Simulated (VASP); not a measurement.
Write the native input for VASP 6.6.1 that does the following.

```
Task                   : single point
Functional             : PBE
Potentials or basis    : VASP PAW PBE potentials, release 64 (Bi_d, W_sv)
Cutoff                 : 520 eV
k mesh                 : 6 × 6 × 6
Occupations            : gaussian, width 0.1 eV
Spin                   : no spin polarisation
Dipole correction      : no
Further INCAR settings : ALGO = Normal; EDIFF = 1e-07; NBANDS = 36
```

The structure of BiW3 lies in POSCAR:

```
BiW3
1.0
   -2.0690153864      2.0690153864      4.6216967072
    2.0690153864     -2.0690153864      4.6216967072
    2.0690153864      2.0690153864     -4.6216967072
Bi W
1 3
Direct
    0.0000000000      0.0000000000      0.0000000000
    0.5000000000      0.5000000000      0.0000000000
    0.2500000000      0.7500000000      0.5000000000
    0.7500000000      0.2500000000      0.5000000000
```

One way to write it, as run:

INCAR

```
PREC = Accurate
ENCUT = 520
EDIFF = 1E-7
ISMEAR = 0
SIGMA = 0.1
LREAL = F
LASPH = T
NELM = 60
ALGO = Normal
ISIF = 2
LWAVE = F
LCHARG = F
GGA = PE
NBANDS = 36
```

KPOINTS

```
regular mesh
0
Gamma
  6 6 6
```

Potentials or basis: VASP PAW PBE potentials, release 64 (Bi_d, W_sv).

Launch:

```console
$ cat potpaw_PBE.64/Bi_d/POTCAR potpaw_PBE.64/W_sv/POTCAR > POTCAR
$ mpirun -np 1 vasp_std > vasp.out
```

It gave:

| Property | Result |
| --- | --- |
| Pressure | -16.4 GPa |
| Band gap on the k mesh | zero (an odd number of electrons rules out a gap without spin polarisation) |

Caveat: the cell stands under tension; spin-orbit coupling is left out, which moves the levels of the heavy elements.

It took 120 s on 1 thread of Oxide Virtual Turin-like Processor, with other jobs on the host, peak memory 0.25 GiB.
